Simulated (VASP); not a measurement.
Input of a VASP 6.6.1 run:

Contents of INCAR:

```
SYSTEM = SiSe
PREC = Accurate
ENCUT = 520
EDIFF = 1E-6
ISMEAR = -1
SIGMA = 0.04
LREAL = .False.
LASPH = .True.
NELM = 80
ALGO = Normal
ISIF = 2
LWAVE = .False.
LCHARG = .True.
GGA = PE
LELF = .True.
LVHAR = .True.
NBANDS = 12
```

Contents of KPOINTS:

```
regular mesh
0
Gamma
  5 5 4
  0 0 0
```

Contents of POSCAR:

```
SiSe
1.0
    3.5952000000      0.0000000000      0.0000000000
   -1.7976000000      3.1135300000      0.0000000000
    0.0000000000      0.0000000000      3.5987300000
Si Se
1 1
Direct
    0.6666700000      0.3333300000      0.5000000000
    0.0000000000      0.0000000000      0.0000000000
```

Potentials or basis: VASP PAW PBE potentials, release 64 (Si, Se).

The run is started by

```sh
$ cat potpaw_PBE.64/Si/POTCAR potpaw_PBE.64/Se/POTCAR > POTCAR
$ mpirun -np 1 vasp_std > vasp.out
```

(1) Estimate the band gap on the k mesh.

(2) Predict the pressure.

Answers

(1) zero (band 5 reaches 7.67 eV, above the bottom of band 6 at 4.87 eV).

(2) -0.6 GPa.

Caveat: the k points lie up to 0.44 Å⁻¹ apart.
